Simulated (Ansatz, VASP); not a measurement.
**FeS2 in VASP and in Ansatz**

```
CELL_PARAMETERS angstrom
4.44000 0.00000 0.00000
0.00000 5.39000 0.00000
0.00000 0.00000 3.37000
ATOMIC_POSITIONS crystal
Fe 0.00000 0.00000 0.00000
Fe 0.50000 0.50000 0.50000
S 0.20300 0.37500 0.00000
S 0.29700 0.87500 0.50000
S 0.79700 0.62500 0.00000
S 0.70300 0.12500 0.50000
```

Alike in both runs: task single point; functional PBE; k mesh 3 × 3 × 4; occupations gaussian, width 0.05 eV; collinear spin; Hubbard terms Fe d U = 4.0 eV.

|  | VASP | Ansatz |
| --- | --- | --- |
| version | VASP 6.6.1 | Ansatz 0.2.0 |
| potentials or method | VASP PAW PBE potentials, release 64 (Fe, S), cutoff 600 eV | scalar-relativistic, plane waves, PAW |
| valence electrons in the cell | 40 | 56 |

VASP gave:

- pressure (GPa): 20.8
- traceless stress, the component that is largest in VASP (GPa): -4.73
- rms of the force components (eV/Å): 0.715
- net moment per atom (μB): 0.66
- size of the moment on the site where the two differ most (μB): 2.13

**Question.** Which values does Ansatz return?

**Answer.** Pressure (GPa): 6.0; traceless stress, the component that is largest in VASP (GPa): 0.52; rms of the force components (eV/Å): 0.442; net moment per atom (μB): 0.00; size of the moment on the site where the two differ most (μB): 0.00.

The net moments are unlike, so the other rows may belong to different states. Site moments also hang on the region over which each program counts them. The programs project onto different local orbitals, so the same U acts differently, and such runs can settle in different states. Atom by atom the forces differ by 0.401 eV/Å (rms over components). VASP's potentials hold 40 valence electrons a cell and Ansatz's 56, so a difference there can come from the potentials and not from the codes. Ansatz's warnings: seeded moment not kept.

The k mesh is coarse, so the values compare programs but aren't converged.
